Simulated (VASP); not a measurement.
# Pd (Pm-3m) in VASP: further runs

Pd is run at these levels: LDA; tasks: single point.

Program: VASP 6.6.1. These are calculated values, not measurements. Logs are shortened: lines on timing, memory, paths and dates and some standing lists are left out, and cuts for length are marked.

### Step 1. The cell of the first run

It takes space group Pm-3m (No. 221, cubic). The conventional cell has a = 2.573 Å, b = 2.573 Å, c = 2.573 Å, α = 90.00°, β = 90.00°, γ = 90.00°. Pd (site symmetry m-3m) has 6 Pd at 2.57 Å within 3.4 Å.

### Step 2. Single point, LDA (volume scaled by 1.04)

INCAR reads:

```
SYSTEM = Pd
PREC = Accurate
ENCUT = 520
EDIFF = 1E-7
ISMEAR = -1
SIGMA = 0.1
LREAL = .False.
LASPH = .True.
NELM = 80
ALGO = Normal
ISIF = 2
LWAVE = .False.
LCHARG = .True.
GGA = CA
LELF = .True.
LVHAR = .True.
NBANDS = 11
```

KPOINTS reads:

```
regular mesh
0
Gamma
  14 14 14
  0 0 0
```

POSCAR reads:

```
Pd
1.0
    2.5728666626      0.0000000000      0.0000000000
    0.0000000000      2.5728666626      0.0000000000
    0.0000000000      0.0000000000      2.5728666626
Pd
1
Direct
    0.0000000000      0.0000000000      0.0000000000
```

Potentials or basis: VASP PAW LDA potentials, release 64 (Pd).

Started as:

```bash
$ cat potpaw_LDA.64/Pd/POTCAR > POTCAR
$ mpirun -np 1 vasp_std > vasp.out
```

OUTCAR:

```text
SYSTEM = Pd
   PREC = Accurate
   ENCUT = 520
   EDIFF = 1E-7
   ISMEAR = -1
   LREAL = .False.
   LASPH = .True.
   NELM = 80
   ISIF = 2
   GGA = CA

 ion  position               nearest neighbor table
   1  0.000  0.000  0.000-

  LATTYP: Found a simple cubic cell.
 ALAT       =     2.5728666626

  Lattice vectors:

 A1 = (   2.5728666626,   0.0000000000,   0.0000000000)
 A2 = (   0.0000000000,   2.5728666626,   0.0000000000)
 A3 = (   0.0000000000,   0.0000000000,   2.5728666626)

Analysis of symmetry for initial positions (statically):
=====================================================================
 Subroutine PRICEL returns:
 Original cell was already a primitive cell.

 Routine SETGRP: Setting up the symmetry group for a
 simple cubic supercell.

 Subroutine GETGRP returns: Found 48 space group operations
 (whereof 48 operations were pure point group operations)
 out of a pool of 48 trial point group operations.

The static configuration has the point symmetry O_h .

Analysis of symmetry for dynamics (positions and initial velocities):
=====================================================================
 Subroutine PRICEL returns:
 Original cell was already a primitive cell.

 Routine SETGRP: Setting up the symmetry group for a
 simple cubic supercell.

 Subroutine GETGRP returns: Found 48 space group operations
 (whereof 48 operations were pure point group operations)
 out of a pool of 48 trial point group operations.

The dynamic configuration has the point symmetry O_h .

 Subroutine INISYM returns: Found 48 space group operations
 (whereof 48 operations are pure point group operations),
 and found     1 'primitive' translations

----------------------------------------------------------------------------------------

                                     Primitive cell

  volume of cell :      17.0315

  direct lattice vectors                    reciprocal lattice vectors
     2.572866663  0.000000000  0.000000000     0.388671521  0.000000000  0.000000000
     0.000000000  2.572866663  0.000000000     0.000000000  0.388671521  0.000000000
     0.000000000  0.000000000  2.572866663     0.000000000  0.000000000  0.388671521

  length of vectors
     2.572866663  2.572866663  2.572866663     0.388671521  0.388671521  0.388671521

  position of ions in fractional coordinates (direct lattice)
     0.000000000  0.000000000  0.000000000

  ion indices of the primitive-cell ions
   primitive index   ion index
                 1           1

----------------------------------------------------------------------------------------

 KPOINTS: regular mesh

Automatic generation of k-mesh.
 Grid dimensions read from file:
 generate k-points for:   14   14   14

 Generating k-lattice:

  Cartesian coordinates                     Fractional coordinates (reciprocal lattice)
     0.027762252  0.000000000  0.000000000     0.071428571  0.000000000  0.000000000
     0.000000000  0.027762252  0.000000000     0.000000000  0.071428571  0.000000000
     0.000000000  0.000000000  0.027762252     0.000000000  0.000000000  0.071428571

  Length of vectors
     0.027762252  0.027762252  0.027762252

  Shift w.r.t. Gamma in fractional coordinates (k-lattice)
     0.000000000  0.000000000  0.000000000

 Subroutine IBZKPT returns following result:
 ===========================================

 Found    120 irreducible k-points:

 Following reciprocal coordinates:
            Coordinates               Weight
  0.000000  0.000000  0.000000      1.000000
  0.071429  0.000000  0.000000      6.000000
  0.142857  0.000000  0.000000      6.000000
  0.214286  0.000000  0.000000      6.000000
  0.285714  0.000000  0.000000      6.000000
  0.357143  0.000000  0.000000      6.000000
[... 16 lines left out ...]
  0.285714  0.214286  0.000000     24.000000
  0.357143  0.214286  0.000000     24.000000
 [... further k-points ...]
   k-points           NKPTS =    120   k-points in BZ     NKDIM =    120   number of bands    NBANDS=     11
   number of dos      NEDOS =    301   number of ions     NIONS =      1
   total plane-waves  NPLWV =   8000
   dimension x,y,z NGX =    20 NGY =   20 NGZ =   20
   dimension x,y,z NGXF=    40 NGYF=   40 NGZF=   40
   ions per type =               1
   NGX,Y,Z   is equivalent  to a cutoff of  12.92, 12.92, 12.92 a.u.
   NGXF,Y,Z  is equivalent  to a cutoff of  25.85, 25.85, 25.85 a.u.
 SYSTEM =  Pd
   PREC   = accura    normal or accurate (medium, high low for compatibility)
   ISTART =      0    job   : 0-new  1-cont  2-samecut
   ICHARG =      2    charge: 1-file 2-atom 10-const
   ISPIN  =      1    spin polarized calculation?
   LNONCOLLINEAR =      F non collinear calculations
   LSORBIT =      F    spin-orbit coupling
   LASPH  =      T    aspherical Exc in radial PAW
   ENCUT  =  520.0 eV  38.22 Ry    6.18 a.u.   4.78  4.78  4.78*2*pi/ulx,y,z
   NELM   =     80;   NELMIN=  2; NELMDL= -5     # of ELM steps
   EDIFF  = 0.1E-06   stopping-criterion for ELM
   LREAL  =      F    real-space projection
   EDIFFG = 0.1E-05   stopping-criterion for IOM
   NSW    =      0    number of steps for IOM
   IBRION =     -1    ionic relax: 0-MD 1-quasi-New 2-CG
   NFREE  =      0    steps in history (QN), initial steepest desc. (CG)
   ISIF   =      2    stress and relaxation
   ISYM   =      2    0-nonsym 1-usesym 2-fastsym
   POTIM  = 0.5000    time-step for ionic-motion
   TEBEG  =    0.0;   TEEND  =   0.0 temperature during run
   PSTRESS=    0.0 pullay stress
   NELECT =      10.0000    total number of electrons
   NUPDOWN=      -1.0000    fix difference up-down
   EMIN   =  10.00;   EMAX   =-10.00  energy-range for DOS
   EFERMI =   0.00;   METHOD = LEGACY
   ISMEAR =    -1;   SIGMA  =   0.10  broadening in eV -4-tet -1-fermi 0-gaus
   EFERMI_NEDOS =   21; number of points for ismear=-14 and -15
   IALGO  =     38    algorithm
   IMIX   =      4    mixing-type and parameters
     AMIX     =   0.40;   BMIX     =  1.00
     AMIX_MAG =   1.60;   BMIX_MAG =  1.00
  volume/ion in A,a.u.               =      17.03       114.93
  Fermi-wavevector in a.u.,A,eV,Ry     =   1.370853  2.590537 25.568584  1.879238
  Thomas-Fermi vector in A             =   2.496602
   LORBIT       =      0    0 simple, 1 ext, 2 COOP (PROOUT), +10 PAW based schemes
   GGA     = CA    functional components
   LHFCALC =     F    Hartree Fock is set to
   AEXX    =    0.0000 exact exchange contribution
   IVDW    =     0    specifies the selected vdW correction
   LEPSILON=     F    determine dielectric tensor
   LRPA    =     F    only Hartree local field effects (RPA)
 non-spin polarized calculation
  energy-cutoff  :      520.00
  volume of cell :       17.03
 maximum number of plane-waves:       480
 NGX is ok and might be reduce to    20
   NGX =  9   NGY =  9   NGZ =  9

 number of electron      10.0000001 magnetization

 Free energy of the ion-electron system (eV)
  ---------------------------------------------------
  ext. energy  EPLUGINS =         0.00000000
  ---------------------------------------------------
  free energy    TOTEN  =        -5.89367880 eV

  energy without entropy =       -5.84384255  energy(sigma->0) =       -5.86876067

 E-fermi :   7.6024     XC(G=0): -12.5282

 val. band max:        7.6020064257   @ k =   0.4286   0.0714   0.0714
 cond. band min:       7.6123494617   @ k =   0.5000   0.0714   0.0714
 fundamental gap:      0.0103430360
 Fermi energy:         7.6023645609

 k-point     1 :       0.0000    0.0000    0.0000
  band No.  band energies     occupation
      1       1.2667      2.00000
      2       2.7586      2.00000
      3       2.7586      2.00000
      4       7.6284      0.87059
      5       7.6284      0.87058
      6       7.6284      0.87058
      7      24.2257      0.00000
      8      24.2257      0.00000
      9      24.2257      0.00000
     10      30.9146      0.00000
     11      30.9182      0.00000

 k-point     2 :       0.0714    0.0000    0.0000
  band No.  band energies     occupation
      1       1.4027      2.00000
      2       2.7822      2.00000
      3       2.8707      2.00000
      4       7.5323      1.33669
      5       7.5323      1.33669
      6       7.6360      0.83318
      7      23.1761      0.00000
      8      24.4545      0.00000
      9      24.4545      0.00000
     10      30.5315      0.00000
     11      30.9819      0.00000

 k-point     3 :       0.1429    0.0000    0.0000
  band No.  band energies     occupation
      1       1.7657      2.00000
      2       2.8489      2.00000
      3       3.2321      2.00000
      4       7.2723      1.92891
      5       7.2723      1.92891
      6       7.6575      0.73093
      7      21.0954      0.00000
      8      25.1068      0.00000
      9      25.1068      0.00000
     10      29.6033      0.00000
     11      30.9157      0.00000

 k-point     4 :       0.2143    0.0000    0.0000
  band No.  band energies     occupation
      1       2.2332      2.00000
      2       2.9471      2.00000
      3       3.9037      2.00000
      4       6.9181      1.99787
      5       6.9181      1.99787
      6       7.6888      0.59286
      7      18.8693      0.00000
      8      26.0956      0.00000
      9      26.0956      0.00000
     10      28.4961      0.00000
     11      30.7222      0.00000

 k-point     5 :       0.2857    0.0000    0.0000
  band No.  band energies     occupation
      1       2.6852      2.00000
      2       3.0588      2.00000
      3       4.8968      2.00000
      4       6.5503      1.99995
      5       6.5503      1.99995
      6       7.7237      0.45830
      7      16.7468      0.00000
      8      27.3083      0.00000
      9      27.3083      0.00000
     10      27.4588      0.00000
     11      30.3234      0.00000

 k-point     6 :       0.3571    0.0000    0.0000
  band No.  band energies     occupation
      1       3.0629      2.00000
      2       3.1620      2.00000
      3       6.0997      2.00000
      4       6.2384      2.00000
      5       6.2384      2.00000
      6       7.7553      0.35622
      7      14.8343      0.00000
      8      26.6355      0.00000
      9      28.6134      0.00000
     10      28.6134      0.00000
     11      29.7417      0.00000

 k-point     7 :       0.4286    0.0000    0.0000
  band No.  band energies     occupation
      1       3.2349      2.00000
      2       3.3214      2.00000
      3       6.0319      2.00000
      4       6.0319      2.00000
      5       7.2641      1.93432
      6       7.7773      0.29631
      7      13.2957      0.00000
      8      26.1107      0.00000
      9      29.1975      0.00000
     10      29.7960      0.00000
     11      29.7960      0.00000

 k-point     8 :       0.5000    0.0000    0.0000
  band No.  band energies     occupation
      1       3.2612      2.00000
      2       3.4146      2.00000
      3       5.9600      2.00000
      4       5.9600      2.00000
      5       7.7852      0.27693
      6       7.8308      0.18483
      7      12.6142      0.00000
      8      25.9307      0.00000
      9      28.9749      0.00000
     10      30.3527      0.00000
     11      30.3527      0.00000
[... 141 lines left out ...]
 k-point    19 :       0.3571    0.1429    0.0000
  band No.  band energies     occupation
      1       3.2395      2.00000
      2       3.7905      2.00000
      3       5.0232      2.00000
      4       6.2909      2.00000
      5       7.2447      1.94558
      6       7.4337      1.68750
      7      15.2799      0.00000
      8      24.3308      0.00000
      9      27.5764      0.00000
     10      29.5551      0.00000
     11      30.6962      0.00000

 k-point    20 :       0.4286    0.1429    0.0000
  band No.  band energies     occupation
      1       3.3786      2.00000
      2       4.0227      2.00000
      3       4.8934      2.00000
      4       6.0882      2.00000
      5       7.4602      1.61119
      6       8.4556      0.00039
      7      13.5412      0.00000
      8      25.1137      0.00000
      9      27.3343      0.00000
     10      29.1548      0.00000
     11      30.8569      0.00000

 k-point    21 :       0.5000    0.1429    0.0000
  band No.  band energies     occupation
      1       3.4230      2.00000
      2       4.1395      2.00000
      3       4.7949      2.00000
      4       6.0174      2.00000
      5       7.4697      1.58061
      6       9.1853      0.00000
      7      12.6676      0.00000
      8      25.4331      0.00000
      9      27.5787      0.00000
     10      28.2282      0.00000
     11      31.5683      0.00000

 k-point    22 :       0.2143    0.2143    0.0000
  band No.  band energies     occupation
      1       2.9320      2.00000
      2       3.8480      2.00000
      3       4.3035      2.00000
      4       6.4468      1.99998
      5       6.9418      1.99730
      6       7.0747      1.98983
      7      19.6684      0.00000
      8      20.7813      0.00000
      9      27.9816      0.00000
     10      28.6782      0.00000
     11      33.3316      0.00000

 k-point    23 :       0.2857    0.2143    0.0000
  band No.  band energies     occupation
      1       3.1710      2.00000
      2       4.0336      2.00000
      3       4.8264      2.00000
      4       6.6431      1.99986
      5       6.7088      1.99974
      6       7.0700      1.99030
      7      17.7926      0.00000
      8      21.3428      0.00000
      9      28.0919      0.00000
     10      29.2048      0.00000
     11      31.7605      0.00000

 k-point    24 :       0.3571    0.2143    0.0000
  band No.  band energies     occupation
      1       3.3685      2.00000
      2       4.0831      2.00000
      3       5.0098      2.00000
      4       6.3471      1.99999
      5       7.1104      1.98550
      6       7.7646      0.32974
      7      15.7205      0.00000
      8      22.3531      0.00000
      9      27.2771      0.00000
     10      30.1005      0.00000
     11      30.5533      0.00000

 [... further k-points ...]
[... 5 lines left out ...]
  --------------------------------------------------------------------------------------
  -------------------------------------------------------------------------------------
  Total       -0.6049415     -0.6049415     -0.6049415      0.0000000      0.0000000      0.0000000
  in kB      -56.9078434    -56.9078434    -56.9078434      0.0000000      0.0000000      0.0000000
  external PRESSURE =     -56.9078434 kB  Pullay stress =       0.0000000 kB

 VOLUME and BASIS-vectors are now :
 -----------------------------------------------------------------------------
  energy-cutoff  :      520.00
  volume of cell :       17.03
      direct lattice vectors                 reciprocal lattice vectors
     2.572866663  0.000000000  0.000000000     0.388671521  0.000000000  0.000000000
     0.000000000  2.572866663  0.000000000     0.000000000  0.388671521  0.000000000
     0.000000000  0.000000000  2.572866663     0.000000000  0.000000000  0.388671521

 POSITION                                       TOTAL-FORCE (eV/Angst)
 -----------------------------------------------------------------------------------
      0.00000      0.00000      0.00000         0.000000      0.000000      0.000000
 -----------------------------------------------------------------------------------
    total drift:                                0.000000      0.000000      0.000000

  FREE ENERGIE OF THE ION-ELECTRON SYSTEM (eV)
  ---------------------------------------------------
  free  energy   TOTEN  =        -5.8936787953 eV

  energy  without entropy=       -5.8438425465  energy(sigma->0) =       -5.86876067
```

It took 14 s on 1 thread of Intel Xeon 8259CL, shared host; peak memory 0.13 GiB.

What came out:

```yaml
Free_energy: -5.8937 eV
Pressure: -5.7 GPa
Band_gap_on_the_k_mesh: zero (band 5 reaches 8.91 eV, above the bottom of band 6 at 6.95 eV)
```

(Part 1 of 2 ends here.)
